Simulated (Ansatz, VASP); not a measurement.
**Two plane-wave programs on K**

```
CELL_PARAMETERS angstrom
-2.61800 2.61800 2.68345
2.61800 -2.61800 2.68345
2.61800 2.61800 -2.68345
ATOMIC_POSITIONS crystal
K 0.00000 0.00000 0.00000
```

Change from the starting cell: strain +0.000 along x and y, +0.025 along z, atoms carried along.

Alike in both runs: task single point; functional PBEsol; k mesh 14 × 14 × 14; occupations gaussian, width 0.15 eV; no spin polarisation.

|  | VASP | Ansatz |
| --- | --- | --- |
| version | VASP 6.6.1 | Ansatz 0.2.0 |
| potentials or method | VASP PAW PBE potentials, release 64 (K_sv), cutoff 520 eV | scalar-relativistic, plane waves, PAW |
| valence electrons in the cell | 9 | 9 |

```csv
,VASP,Ansatz,Ansatz less VASP
gap on the k mesh at the Fermi level (eV),none,none,-
pressure (GPa),-0.1,-0.1,+0.01
```

VASP's potentials were made for PBE, not for PBEsol. A gap of «none» marks a metal or a gap that the smearing closes. The functional is the same, so the differences come from potentials, cutoffs and numerics.
